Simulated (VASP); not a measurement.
# BaO (t.bB) (Fm-3m) in VASP: single point with PBE

Aim: the single point of BaO (t.bB) with PBE.

Program: VASP 6.6.1. These are calculated values, not measurements. Logs are shortened: lines on timing, memory, paths and dates and some standing lists are left out, and cuts for length are marked.

**1. The cell of the first run**

It takes space group Fm-3m (No. 225, cubic). The conventional cell has a = 5.574 Å, b = 5.574 Å, c = 5.574 Å, α = 90.00°, β = 90.00°, γ = 90.00°. Ba (site symmetry m-3m) has 6 O at 2.79 Å within 3.7 Å. Within 3.7 Å of O (site symmetry m-3m) lie 6 Ba at 2.79 Å.

**2. Single point, PBE**

File INCAR:

```
SYSTEM = BaO
ALGO = Normal ; EDIFF = 1E-6
ENCUT = 600 ; GGA = PE
GGA_COMPAT = .False. ; ISIF = 2
ISMEAR = 0 ; LASPH = .True.
LCHARG = .True. ; LELF = .True.
LREAL = .False. ; LVHAR = .True.
LWAVE = .False. ; NBANDS = 15
NELM = 120 ; PREC = Accurate
SIGMA = 0.02
```

File KPOINTS:

```
k-points
0
Gamma
  8 8 8
  0 0 0
```

File POSCAR:

```
BaO
1.0
    0.0000000000      2.7870116213      2.7870116213
    2.7870116213      0.0000000000      2.7870116213
    2.7870116213      2.7870116213      0.0000000000
Ba O
1 1
Direct
    0.0000000000      0.0000000000      0.0000000000
    0.5000000000      0.5000000000      0.5000000000
```

Potentials or basis: VASP PAW PBE potentials, release 64 (Ba_sv, O).

Command:

```bash
$ cat potpaw_PBE.64/Ba_sv/POTCAR potpaw_PBE.64/O/POTCAR > POTCAR
$ mpirun -np 1 vasp_std > vasp.out
```

OUTCAR:

```text
SYSTEM = BaO
   EDIFF = 1E-6
   ENCUT = 600
   GGA = PE
   ISIF = 2
   ISMEAR = 0
   LASPH = .True.
   LREAL = .False.
   NELM = 120
   PREC = Accurate

 ion  position               nearest neighbor table
   1  0.000  0.000  0.000-   2 2.79   2 2.79   2 2.79   2 2.79   2 2.79   2 2.79
   2  0.500  0.500  0.500-   1 2.79   1 2.79   1 2.79   1 2.79   1 2.79   1 2.79

  LATTYP: Found a face centered cubic cell.
 ALAT       =     5.5740232426

  Lattice vectors:

 A1 = (   0.0000000000,   2.7870116213,   2.7870116213)
 A2 = (   2.7870116213,   0.0000000000,   2.7870116213)
 A3 = (   2.7870116213,   2.7870116213,   0.0000000000)

Analysis of symmetry for initial positions (statically):
=====================================================================
 Subroutine PRICEL returns:
 Original cell was already a primitive cell.

 Routine SETGRP: Setting up the symmetry group for a
 face centered cubic supercell.

 Subroutine GETGRP returns: Found 48 space group operations
 (whereof 48 operations were pure point group operations)
 out of a pool of 48 trial point group operations.

The static configuration has the point symmetry O_h .

Analysis of symmetry for dynamics (positions and initial velocities):
=====================================================================
 Subroutine PRICEL returns:
 Original cell was already a primitive cell.

 Routine SETGRP: Setting up the symmetry group for a
 face centered cubic supercell.

 Subroutine GETGRP returns: Found 48 space group operations
 (whereof 48 operations were pure point group operations)
 out of a pool of 48 trial point group operations.

The dynamic configuration has the point symmetry O_h .

 Subroutine INISYM returns: Found 48 space group operations
 (whereof 48 operations are pure point group operations),
 and found     1 'primitive' translations

----------------------------------------------------------------------------------------

                                     Primitive cell

  volume of cell :      43.2959

  direct lattice vectors                    reciprocal lattice vectors
     0.000000000  2.787011621  2.787011621    -0.179403629  0.179403629  0.179403629
     2.787011621  0.000000000  2.787011621     0.179403629 -0.179403629  0.179403629
     2.787011621  2.787011621  0.000000000     0.179403629  0.179403629 -0.179403629

  length of vectors
     3.941429633  3.941429633  3.941429633     0.310736201  0.310736201  0.310736201

  position of ions in fractional coordinates (direct lattice)
     0.000000000  0.000000000  0.000000000
     0.500000000  0.500000000  0.500000000

  ion indices of the primitive-cell ions
   primitive index   ion index
                 1           1
                 2           2

----------------------------------------------------------------------------------------

 KPOINTS: k-points

Automatic generation of k-mesh.
 Grid dimensions read from file:
 generate k-points for:    8    8    8

 Generating k-lattice:

  Cartesian coordinates                     Fractional coordinates (reciprocal lattice)
    -0.022425454  0.022425454  0.022425454     0.125000000  0.000000000  0.000000000
     0.022425454 -0.022425454  0.022425454     0.000000000  0.125000000  0.000000000
     0.022425454  0.022425454 -0.022425454     0.000000000  0.000000000  0.125000000

  Length of vectors
     0.038842025  0.038842025  0.038842025

  Shift w.r.t. Gamma in fractional coordinates (k-lattice)
     0.000000000  0.000000000  0.000000000

 Subroutine IBZKPT returns following result:
 ===========================================

 Found     29 irreducible k-points:

 Following reciprocal coordinates:
            Coordinates               Weight
  0.000000  0.000000  0.000000      1.000000
  0.125000  0.000000  0.000000      8.000000
  0.250000  0.000000  0.000000      8.000000
  0.375000  0.000000  0.000000      8.000000
  0.500000  0.000000  0.000000      4.000000
  0.125000  0.125000  0.000000      6.000000
[... 16 lines left out ...]
  0.500000  0.250000  0.125000     48.000000
 -0.375000  0.250000  0.125000     24.000000
 [... further k-points ...]
   k-points           NKPTS =     29   k-points in BZ     NKDIM =     29   number of bands    NBANDS=     15
   number of dos      NEDOS =    301   number of ions     NIONS =      2
   total plane-waves  NPLWV =  32768
   dimension x,y,z NGX =    32 NGY =   32 NGZ =   32
   dimension x,y,z NGXF=    64 NGYF=   64 NGZF=   64
   ions per type =               1   1
   NGX,Y,Z   is equivalent  to a cutoff of  13.50, 13.50, 13.50 a.u.
   NGXF,Y,Z  is equivalent  to a cutoff of  26.99, 26.99, 26.99 a.u.
 SYSTEM =  BaO
   PREC   = accura    normal or accurate (medium, high low for compatibility)
   ISTART =      0    job   : 0-new  1-cont  2-samecut
   ICHARG =      2    charge: 1-file 2-atom 10-const
   ISPIN  =      1    spin polarized calculation?
   LNONCOLLINEAR =      F non collinear calculations
   LSORBIT =      F    spin-orbit coupling
   LASPH  =      T    aspherical Exc in radial PAW
   ENCUT  =  600.0 eV  44.10 Ry    6.64 a.u.   7.87  7.87  7.87*2*pi/ulx,y,z
   NELM   =    120;   NELMIN=  2; NELMDL= -5     # of ELM steps
   EDIFF  = 0.1E-05   stopping-criterion for ELM
   LREAL  =      F    real-space projection
   EDIFFG = 0.1E-04   stopping-criterion for IOM
   NSW    =      0    number of steps for IOM
   IBRION =     -1    ionic relax: 0-MD 1-quasi-New 2-CG
   NFREE  =      0    steps in history (QN), initial steepest desc. (CG)
   ISIF   =      2    stress and relaxation
   ISYM   =      2    0-nonsym 1-usesym 2-fastsym
   POTIM  = 0.5000    time-step for ionic-motion
   TEBEG  =    0.0;   TEEND  =   0.0 temperature during run
   PSTRESS=    0.0 pullay stress
   NELECT =      16.0000    total number of electrons
   NUPDOWN=      -1.0000    fix difference up-down
   EMIN   =  10.00;   EMAX   =-10.00  energy-range for DOS
   EFERMI =   0.00;   METHOD = LEGACY
   ISMEAR =     0;   SIGMA  =   0.02  broadening in eV -4-tet -1-fermi 0-gaus
   EFERMI_NEDOS =   21; number of points for ismear=-14 and -15
   IALGO  =     38    algorithm
   IMIX   =      4    mixing-type and parameters
     AMIX     =   0.40;   BMIX     =  1.00
     AMIX_MAG =   1.60;   BMIX_MAG =  1.00
  volume/ion in A,a.u.               =      21.65       146.09
  Fermi-wavevector in a.u.,A,eV,Ry     =   1.174806  2.220061 18.778332  1.380168
  Thomas-Fermi vector in A             =   2.311197
   LORBIT       =      0    0 simple, 1 ext, 2 COOP (PROOUT), +10 PAW based schemes
   GGA     = PE    functional components
   LHFCALC =     F    Hartree Fock is set to
   AEXX    =    0.0000 exact exchange contribution
   IVDW    =     0    specifies the selected vdW correction
   LEPSILON=     F    determine dielectric tensor
   LRPA    =     F    only Hartree local field effects (RPA)
 non-spin polarized calculation
 Gauss-broadening in eV      SIGMA  =   0.02
  energy-cutoff  :      600.00
  volume of cell :       43.30
 maximum number of plane-waves:      1459
   NGX = 15   NGY = 15   NGZ = 15

 number of electron      16.0000002 magnetization

 Free energy of the ion-electron system (eV)
  ---------------------------------------------------
  ext. energy  EPLUGINS =         0.00000000
  ---------------------------------------------------
  free energy    TOTEN  =       -11.80658559 eV

  energy without entropy =      -11.80658559  energy(sigma->0) =      -11.80658559

 E-fermi :   1.9016     XC(G=0):  -9.5326

 val. band max:        1.7448539044   @ k =   0.5000   0.5000   0.0000
 cond. band min:       3.7829233858   @ k =   0.5000   0.5000   0.0000
 fundamental gap:      2.0380694814
 Fermi energy:         1.9015728113

 k-point     1 :       0.0000    0.0000    0.0000
  band No.  band energies     occupation
      1     -24.1669      2.00000
      2     -13.2159      2.00000
      3      -8.7152      2.00000
      4      -8.7152      2.00000
      5      -8.7152      2.00000
      6       1.4513      2.00000
      7       1.4513      2.00000
      8       1.4513      2.00000
      9       5.2115      0.00000
     10       6.4386      0.00000
     11       6.4386      0.00000
     12       6.4386      0.00000
     13       8.6572      0.00000
     14       8.6572      0.00000
     15      11.7053      0.00000

 k-point     2 :       0.1250    0.0000    0.0000
  band No.  band energies     occupation
      1     -24.1335      2.00000
      2     -13.3151      2.00000
      3      -8.7503      2.00000
      4      -8.7328      2.00000
      5      -8.7328      2.00000
      6       1.1196      2.00000
      7       1.2584      2.00000
      8       1.2584      2.00000
      9       5.8409      0.00000
     10       6.3225      0.00000
     11       6.7217      0.00000
     12       6.7217      0.00000
     13       9.0427      0.00000
     14       9.0427      0.00000
     15      12.6397      0.00000

 k-point     3 :       0.2500    0.0000    0.0000
  band No.  band energies     occupation
      1     -24.0513      2.00000
      2     -13.5553      2.00000
      3      -8.8289      2.00000
      4      -8.7745      2.00000
      5      -8.7745      2.00000
      6       0.5018      2.00000
      7       0.8463      2.00000
      8       0.8463      2.00000
      9       6.2105      0.00000
     10       7.4223      0.00000
     11       7.4863      0.00000
     12       7.4863      0.00000
     13      10.0015      0.00000
     14      10.0015      0.00000
     15      14.6508      0.00000
[... 343 lines left out ...]
 k-point    23 :       0.5000    0.2500    0.1250
  band No.  band energies     occupation
      1     -23.9248      2.00000
      2     -13.6933      2.00000
      3      -9.2847      2.00000
      4      -9.1645      2.00000
      5      -8.8312      2.00000
      6       0.3755      2.00000
      7       0.6336      2.00000
      8       1.2278      2.00000
      9       5.8918      0.00000
     10       7.6829      0.00000
     11       9.0256      0.00000
     12       9.1826      0.00000
     13      11.1401      0.00000
     14      12.5664      0.00000
     15      14.3995      0.00000

 k-point    24 :      -0.3750    0.2500    0.1250
  band No.  band energies     occupation
      1     -23.8966      2.00000
      2     -13.7375      2.00000
      3      -9.3048      2.00000
      4      -9.3019      2.00000
      5      -8.8238      2.00000
      6       0.2821      2.00000
      7       0.8636      2.00000
      8       0.9325      2.00000
      9       6.5844      0.00000
     10       7.1840      0.00000
     11       9.4853      0.00000
     12       9.5362      0.00000
     13      11.6847      0.00000
     14      13.3702      0.00000
     15      13.7190      0.00000

 [... further k-points ...]

------------------------ aborting loop because EDIFF is reached ----------------------------------------

  FORCE on cell =-STRESS in cart. coord.  units (eV):
  Direction    XX          YY          ZZ          XY          YZ          ZX
  --------------------------------------------------------------------------------------
  -------------------------------------------------------------------------------------
  Total        0.4054216      0.4054216      0.4054216      0.0000000      0.0000000      0.0000000
  in kB       15.0027585     15.0027585     15.0027585      0.0000000      0.0000000      0.0000000
  external PRESSURE =      15.0027585 kB  Pullay stress =       0.0000000 kB

 VOLUME and BASIS-vectors are now :
 -----------------------------------------------------------------------------
  energy-cutoff  :      600.00
  volume of cell :       43.30
      direct lattice vectors                 reciprocal lattice vectors
     0.000000000  2.787011621  2.787011621    -0.179403629  0.179403629  0.179403629
     2.787011621  0.000000000  2.787011621     0.179403629 -0.179403629  0.179403629
     2.787011621  2.787011621  0.000000000     0.179403629  0.179403629 -0.179403629

 POSITION                                       TOTAL-FORCE (eV/Angst)
 -----------------------------------------------------------------------------------
      0.00000      0.00000      0.00000         0.000000      0.000000      0.000000
      2.78701      2.78701      2.78701        -0.000000      0.000000     -0.000000
 -----------------------------------------------------------------------------------
    total drift:                                0.000000     -0.000000      0.000000

  FREE ENERGIE OF THE ION-ELECTRON SYSTEM (eV)
  ---------------------------------------------------
  free  energy   TOTEN  =       -11.8065855926 eV

  energy  without entropy=      -11.8065855926  energy(sigma->0) =      -11.80658559
```

It took 11 s on 1 thread of Intel Xeon Platinum 8559C (Emerald Rapids), shared host; peak memory 0.18 GiB.

What came out:

* Free energy: -11.8066 eV
* Pressure: 1.5 GPa
* Band gap on the k mesh: 2.04 eV, direct

Levels at points of the mesh, in eV from the valence-band top:
```csv
k point,band 4,band 5,band 6,band 7,band 8,band 9,band 10,band 11,band 12,band 13
"(0.00, 0.00, 0.00)",-10.46,-10.46,-0.29,-0.29,-0.29,3.47,4.69,4.69,4.69,6.91
"(0.50, 0.00, 0.00)",-10.58,-10.58,-1.92,-1.39,-1.39,4.91,7.10,7.10,8.08,10.35
"(0.50, 0.50, 0.00)",-11.01,-11.01,-0.13,-0.13,0.00,2.04,5.90,8.80,9.28,9.61
```

Caveat: spin-orbit coupling is left out, which moves the levels of the heavy elements.
